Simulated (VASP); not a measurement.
# Si (P6/mmm) in VASP: further runs

Si is run at these levels: PBE; tasks: single point.

All numbers are computed with VASP 6.6.1; they aren't measurements. Logs are shortened: lines on timing, memory, paths and dates and some standing lists are left out, and cuts for length are marked.

### 1 The cell of the first run

Symmetry: P6/mmm, No. 191, hexagonal system. The conventional cell has a = 2.686 Å, b = 2.686 Å, c = 2.343 Å, α = 90.00°, β = 90.00°, γ = 120.00°. Si (site symmetry 6/mmm) has 8 Si at 2.34 to 2.69 Å within 3.1 Å.

This isn't the form of Si at room conditions, which is diamond.

### 2 Single point, PBE (strain +0.025 along x and y, -0.050 along z)

INCAR reads:

```
SYSTEM = Si
PREC = Accurate ; ENCUT = 520
EDIFF = 1E-6 ; ISMEAR = 0
SIGMA = 0.15 ; LREAL = .False.
LASPH = .True. ; NELM = 60
ALGO = Normal ; ISIF = 2
LWAVE = .False. ; LCHARG = .False.
GGA = PE ; NBANDS = 8
```

KPOINTS reads:

```
Automatic mesh
0
Gamma
  24 24 20
  0 0 0
```

POSCAR reads:

```
Si
1.0
    2.6860563853      0.0000000000      0.0000000000
   -1.3430281927      2.3261930656      0.0000000000
    0.0000000000      0.0000000000      2.3430366705
Si
1
Direct
    0.0000000000      0.0000000000      0.0000000000
```

Potentials or basis: VASP PAW PBE potentials, release 64 (Si).

Launch:

```console
$ cat potpaw_PBE.64/Si/POTCAR > POTCAR
$ mpirun -np 1 vasp_std > vasp.out
```

OUTCAR:

```text
SYSTEM = Si
   PREC = Accurate
   ENCUT = 520
   EDIFF = 1E-6
   ISMEAR = 0
   LREAL = .False.
   LASPH = .True.
   NELM = 60
   ISIF = 2
   GGA = PE

 ion  position               nearest neighbor table
   1  0.000  0.000  0.000-

  LATTYP: Found a hexagonal cell.
 ALAT       =     2.6860563853
 C/A-ratio  =     0.8722961600

  Lattice vectors:

 A1 = (   2.6860563853,   0.0000000000,   0.0000000000)
 A2 = (  -1.3430281927,   2.3261930656,   0.0000000000)
 A3 = (   0.0000000000,   0.0000000000,   2.3430366705)

Analysis of symmetry for initial positions (statically):
=====================================================================
 Subroutine PRICEL returns:
 Original cell was already a primitive cell.

 Routine SETGRP: Setting up the symmetry group for a
 hexagonal supercell.

 Subroutine GETGRP returns: Found 24 space group operations
 (whereof 24 operations were pure point group operations)
 out of a pool of 24 trial point group operations.

The static configuration has the point symmetry D_6h.

Analysis of symmetry for dynamics (positions and initial velocities):
=====================================================================
 Subroutine PRICEL returns:
 Original cell was already a primitive cell.

 Routine SETGRP: Setting up the symmetry group for a
 hexagonal supercell.

 Subroutine GETGRP returns: Found 24 space group operations
 (whereof 24 operations were pure point group operations)
 out of a pool of 24 trial point group operations.

The dynamic configuration has the point symmetry D_6h.

 Subroutine INISYM returns: Found 24 space group operations
 (whereof 24 operations are pure point group operations),
 and found     1 'primitive' translations

----------------------------------------------------------------------------------------

                                     Primitive cell

  volume of cell :      14.6400

  direct lattice vectors                    reciprocal lattice vectors
     2.686056385  0.000000000  0.000000000     0.372293004  0.214943466  0.000000000
    -1.343028193  2.326193066  0.000000000     0.000000000  0.429886932  0.000000000
     0.000000000  0.000000000  2.343036671     0.000000000  0.000000000  0.426796564

  length of vectors
     2.686056385  2.686056385  2.343036671     0.429886932  0.429886932  0.426796564

  position of ions in fractional coordinates (direct lattice)
     0.000000000  0.000000000  0.000000000

  ion indices of the primitive-cell ions
   primitive index   ion index
                 1           1

----------------------------------------------------------------------------------------

 KPOINTS: Automatic mesh

Automatic generation of k-mesh.
 Grid dimensions read from file:
 generate k-points for:   24   24   20

 Generating k-lattice:

  Cartesian coordinates                     Fractional coordinates (reciprocal lattice)
     0.015512208  0.008955978  0.000000000     0.041666667  0.000000000  0.000000000
     0.000000000  0.017911955  0.000000000     0.000000000  0.041666667  0.000000000
     0.000000000  0.000000000  0.021339828     0.000000000  0.000000000  0.050000000

  Length of vectors
     0.017911955  0.017911955  0.021339828

  Shift w.r.t. Gamma in fractional coordinates (k-lattice)
     0.000000000  0.000000000  0.000000000

 Subroutine IBZKPT returns following result:
 ===========================================

 Found    671 irreducible k-points:

 Following reciprocal coordinates:
            Coordinates               Weight
  0.000000  0.000000  0.000000      1.000000
  0.041667  0.000000  0.000000      6.000000
  0.083333  0.000000  0.000000      6.000000
  0.125000  0.000000  0.000000      6.000000
  0.166667  0.000000  0.000000      6.000000
  0.208333  0.000000  0.000000      6.000000
[... 16 lines left out ...]
  0.416667  0.041667  0.000000     12.000000
  0.458333  0.041667  0.000000     12.000000
 [... further k-points ...]
   k-points           NKPTS =    671   k-points in BZ     NKDIM =    671   number of bands    NBANDS=      8
   number of dos      NEDOS =    301   number of ions     NIONS =      1
   total plane-waves  NPLWV =   7200
   dimension x,y,z NGX =    20 NGY =   20 NGZ =   18
   dimension x,y,z NGXF=    40 NGYF=   40 NGZF=   36
   ions per type =               1
   NGX,Y,Z   is equivalent  to a cutoff of  12.38, 12.38, 12.77 a.u.
   NGXF,Y,Z  is equivalent  to a cutoff of  24.76, 24.76, 25.54 a.u.
 SYSTEM =  Si
   PREC   = accura    normal or accurate (medium, high low for compatibility)
   ISTART =      0    job   : 0-new  1-cont  2-samecut
   ICHARG =      2    charge: 1-file 2-atom 10-const
   ISPIN  =      1    spin polarized calculation?
   LNONCOLLINEAR =      F non collinear calculations
   LSORBIT =      F    spin-orbit coupling
   LASPH  =      T    aspherical Exc in radial PAW
   ENCUT  =  520.0 eV  38.22 Ry    6.18 a.u.   4.99  4.99  4.36*2*pi/ulx,y,z
   NELM   =     60;   NELMIN=  2; NELMDL= -5     # of ELM steps
   EDIFF  = 0.1E-05   stopping-criterion for ELM
   LREAL  =      F    real-space projection
   EDIFFG = 0.1E-04   stopping-criterion for IOM
   NSW    =      0    number of steps for IOM
   IBRION =     -1    ionic relax: 0-MD 1-quasi-New 2-CG
   NFREE  =      0    steps in history (QN), initial steepest desc. (CG)
   ISIF   =      2    stress and relaxation
   ISYM   =      2    0-nonsym 1-usesym 2-fastsym
   POTIM  = 0.5000    time-step for ionic-motion
   TEBEG  =    0.0;   TEEND  =   0.0 temperature during run
   PSTRESS=    0.0 pullay stress
   NELECT =       4.0000    total number of electrons
   NUPDOWN=      -1.0000    fix difference up-down
   EMIN   =  10.00;   EMAX   =-10.00  energy-range for DOS
   EFERMI =   0.00;   METHOD = LEGACY
   ISMEAR =     0;   SIGMA  =   0.15  broadening in eV -4-tet -1-fermi 0-gaus
   EFERMI_NEDOS =   21; number of points for ismear=-14 and -15
   IALGO  =     38    algorithm
   IMIX   =      4    mixing-type and parameters
     AMIX     =   0.40;   BMIX     =  1.00
     AMIX_MAG =   1.60;   BMIX_MAG =  1.00
  volume/ion in A,a.u.               =      14.64        98.80
  Fermi-wavevector in a.u.,A,eV,Ry     =   1.062302  2.007460 15.353990  1.128486
  Thomas-Fermi vector in A             =   2.197748
   LORBIT       =      0    0 simple, 1 ext, 2 COOP (PROOUT), +10 PAW based schemes
   GGA     = PE    functional components
   LHFCALC =     F    Hartree Fock is set to
   AEXX    =    0.0000 exact exchange contribution
   IVDW    =     0    specifies the selected vdW correction
   LEPSILON=     F    determine dielectric tensor
   LRPA    =     F    only Hartree local field effects (RPA)
 non-spin polarized calculation
 Gauss-broadening in eV      SIGMA  =   0.15
  energy-cutoff  :      520.00
  volume of cell :       14.64
 maximum number of plane-waves:       414
 NGX is ok and might be reduce to    20
   NGX =  9   NGY =  9   NGZ =  9

 number of electron       4.0000000 magnetization

 Free energy of the ion-electron system (eV)
  ---------------------------------------------------
  ext. energy  EPLUGINS =         0.00000000
  ---------------------------------------------------
  free energy    TOTEN  =        -5.07142630 eV

  energy without entropy =       -5.06801294  energy(sigma->0) =       -5.06971962

 E-fermi :   9.7423     XC(G=0): -11.0734

 val. band max:        9.7307224294   @ k =   0.3750   0.1667   0.4500
 cond. band min:       9.7550024127   @ k =   0.2083   0.1667   0.2500
 fundamental gap:      0.0242799833
 Fermi energy:         9.7422755592

 k-point     1 :       0.0000    0.0000    0.0000
  band No.  band energies     occupation
      1      -4.4331      2.00000
      2      17.7445      0.00000
      3      18.6647      0.00000
      4      18.6647      0.00000
      5      20.2373      0.00000
      6      21.1977      0.00000
      7      21.1977      0.00000
      8      26.4199      0.00000

 k-point     2 :       0.0417    0.0000    0.0000
  band No.  band energies     occupation
      1      -4.3870      2.00000
      2      17.1125      0.00000
      3      18.3671      0.00000
      4      18.8765      0.00000
      5      20.2751      0.00000
      6      21.1587      0.00000
      7      21.5766      0.00000
      8      26.9355      0.00000

 k-point     3 :       0.0833    0.0000    0.0000
  band No.  band energies     occupation
      1      -4.2485      2.00000
      2      15.9149      0.00000
      3      17.7515      0.00000
      4      18.8252      0.00000
      5      20.3886      0.00000
      6      21.2868      0.00000
      7      22.4357      0.00000
      8      28.2094      0.00000

 k-point     4 :       0.1250    0.0000    0.0000
  band No.  band energies     occupation
      1      -4.0181      2.00000
      2      14.5041      0.00000
      3      17.0825      0.00000
      4      18.4334      0.00000
      5      20.5774      0.00000
      6      21.6812      0.00000
      7      23.5094      0.00000
      8      29.6671      0.00000

 k-point     5 :       0.1667    0.0000    0.0000
  band No.  band energies     occupation
      1      -3.6961      2.00000
      2      13.0024      0.00000
      3      16.4449      0.00000
      4      17.9325      0.00000
      5      20.8409      0.00000
      6      22.2049      0.00000
      7      24.7105      0.00000
      8      30.6201      0.00000
[... 177 lines left out ...]
 k-point    22 :       0.3750    0.0417    0.0000
  band No.  band energies     occupation
      1      -0.3123      2.00000
      2       5.1988      2.00000
      3      13.3399      0.00000
      4      16.7230      0.00000
      5      23.5319      0.00000
      6      25.9308      0.00000
      7      28.5961      0.00000
      8      31.8689      0.00000

 k-point    23 :       0.4167    0.0417    0.0000
  band No.  band energies     occupation
      1       0.5433      2.00000
      2       4.0171      2.00000
      3      13.1755      0.00000
      4      16.5726      0.00000
      5      24.1349      0.00000
      6      26.6114      0.00000
      7      27.7404      0.00000
      8      31.4117      0.00000

 k-point    24 :       0.4583    0.0417    0.0000
  band No.  band energies     occupation
      1       1.3508      2.00000
      2       3.0460      2.00000
      3      13.0933      0.00000
      4      16.4969      0.00000
      5      24.5881      0.00000
      6      27.0676      0.00000
      7      27.1594      0.00000
      8      30.9435      0.00000

 [... further k-points ...]
[... 5 lines left out ...]
  --------------------------------------------------------------------------------------
  -------------------------------------------------------------------------------------
  Total       -0.0767038     -0.0767038      1.6724234      0.0000000      0.0000000      0.0000000
  in kB       -8.3943527     -8.3943527    183.0277094      0.0000000      0.0000000      0.0000000
  external PRESSURE =      55.4130013 kB  Pullay stress =       0.0000000 kB

 VOLUME and BASIS-vectors are now :
 -----------------------------------------------------------------------------
  energy-cutoff  :      520.00
  volume of cell :       14.64
      direct lattice vectors                 reciprocal lattice vectors
     2.686056385  0.000000000  0.000000000     0.372293004  0.214943466  0.000000000
    -1.343028193  2.326193066  0.000000000     0.000000000  0.429886932  0.000000000
     0.000000000  0.000000000  2.343036671     0.000000000  0.000000000  0.426796564

 POSITION                                       TOTAL-FORCE (eV/Angst)
 -----------------------------------------------------------------------------------
      0.00000      0.00000      0.00000         0.000000      0.000000      0.000000
 -----------------------------------------------------------------------------------
    total drift:                                0.000000      0.000000      0.000000

  FREE ENERGIE OF THE ION-ELECTRON SYSTEM (eV)
  ---------------------------------------------------
  free  energy   TOTEN  =        -5.0714262965 eV

  energy  without entropy=       -5.0680129365  energy(sigma->0) =       -5.06971962
```

Run time: 46 s. Hardware: 1 thread of Intel Xeon 8259CL, shared host; peak memory 0.17 GiB.

What came out:

* Free energy: -5.0714 eV
* Pressure: 5.5 GPa
* Band gap on the k mesh: zero (bands 2 and 3 overlap by 12.81 eV)

Stress tensor (GPa, compression positive):
```
-0.84  0.00  0.00
 0.00 -0.84  0.00
 0.00  0.00 18.30
```

Caveat: the cell differs from its parent crystal (strain +0.025 along x and y, -0.050 along z); the cell stands under pressure.

### 3 Single point, PBE (strain +0.000 along x and y, +0.025 along z)

INCAR reads:

```
PREC = Accurate
ENCUT = 520
EDIFF = 1E-6
ISMEAR = 0
SIGMA = 0.15
LREAL = False
LASPH = True
NELM = 60
ALGO = Normal
ISIF = 2
LWAVE = False
LCHARG = False
GGA = PE
NBANDS = 8
```

KPOINTS reads:

```
Automatic mesh
0
Gamma
  24 24 20
```

POSCAR reads:

```
Si
1.0
    2.6205428149      0.0000000000      0.0000000000
   -1.3102714075      2.2694566494      0.0000000000
    0.0000000000      0.0000000000      2.5280132497
Si
1
Direct
    0.0000000000      0.0000000000      0.0000000000
```

Potentials or basis: VASP PAW PBE potentials, release 64 (Si).

Launch:

```console
$ cat potpaw_PBE.64/Si/POTCAR > POTCAR
$ mpirun -np 1 vasp_std > vasp.out
```

It took 50 s on 1 thread of Intel Xeon 8259CL, shared host; peak memory 0.18 GiB.

It converged, with:

| Item | Value |
| --- | --- |
| Free energy | -5.1124 eV |
| Pressure | 0.2 GPa |
| Band gap on the k mesh | zero (bands 2 and 3 overlap by 11.51 eV) |

Stress tensor (GPa, compression positive):
```
 2.55  0.00  0.00
 0.00  2.55  0.00
 0.00  0.00 -4.36
```

Levels at points of the mesh, in eV from the Fermi level:
```
           k point  band 1  band 2  band 3  band 4  band 5  band 6
(0.00, 0.00, 0.00)  -13.95    7.08    7.21   10.56   10.56   12.43
(0.50, 0.00, 0.00)   -7.41   -6.65    5.34    6.67   11.97   14.38
(0.00, 0.00, 0.50)   -9.47   -7.09   13.81   13.81   14.89   14.89
(0.50, 0.00, 0.50)   -3.14   -2.15   -1.93    1.56    8.64   12.15
```

Caveat: the cell differs from its parent crystal (strain +0.000 along x and y, +0.025 along z).
